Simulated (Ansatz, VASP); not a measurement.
**Two plane-wave programs on NbP**

```
CELL_PARAMETERS angstrom
-1.67492 1.67492 5.74011
1.67492 -1.67492 5.74011
1.67492 1.67492 -5.74011
ATOMIC_POSITIONS crystal
Nb 0.74988 0.74988 0.00000
Nb 0.49988 0.99988 0.50000
P 0.33275 0.33275 0.00000
P 0.08275 0.58275 0.50000
```

Alike in both runs: task single point; functional PBE; k mesh 8 × 8 × 8; occupations gaussian, width 0.1 eV; no spin polarisation.

```csv
,VASP,Ansatz
version,VASP 6.6.1,Ansatz 0.2.0
potentials or method,"VASP PAW PBE potentials, release 64 (Nb_sv, P), cutoff 520 eV","scalar-relativistic, plane waves, PAW"
valence electrons in the cell,36,36
```

```csv
,VASP,Ansatz,Ansatz less VASP
gap on the k mesh at the Fermi level (eV),none,none,-
pressure (GPa),-1.4,-1.0,+0.39
rms of the force components (eV/Å),0.010,0.011,+0.0007
```

Atom by atom the forces differ by 0.001 eV/Å (rms over components). A gap of «none» marks a metal or a gap that the smearing closes.
